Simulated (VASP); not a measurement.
Si3F, 4 atoms in the cell. It takes space group Im-3m (No. 229, cubic). The conventional cell has a = 4.926 Å, b = 4.926 Å, c = 4.926 Å, α = 90.00°, β = 90.00°, γ = 90.00°. Within 3.3 Å of Si (site symmetry 4/mmm) lie 4 Si at 2.46 Å and 2 F at 2.46 Å. Within 3.3 Å of F (site symmetry m-3m) lie 6 Si at 2.46 Å. 

| Quantity | Value |
| --- | --- |
| Program | VASP 6.6.1 |
| Task | single point |
| Functional | PBE |
| Potentials or basis | VASP PAW PBE potentials, release 64 (Si, F) |
| Cutoff | 520 eV |
| k mesh | 14 × 14 × 14 |
| Occupations | gaussian, width 0.1 eV |
| Spin | no spin polarisation |
| Dipole correction | no |
| Further INCAR settings | ALGO = Normal; EDIFF = 1e-07; NBANDS = 18 |

Potentials or basis: VASP PAW PBE potentials, release 64 (Si, F).

The run is started by

```console
$ cat potpaw_PBE.64/Si/POTCAR potpaw_PBE.64/F/POTCAR > POTCAR
$ mpirun -np 1 vasp_std > vasp.out
```

Hardware: 1 thread of Intel(R) Xeon(R) Platinum 8488C (Sapphire Rapids), on a shared host.

**Question.** Estimate the wall time of this run.

**Answer.** It took 60 s on 1 thread of Intel(R) Xeon(R) Platinum 8488C (Sapphire Rapids), on a shared host, peak memory 0.22 GiB. Counts: scf iterations 13, k points 104.
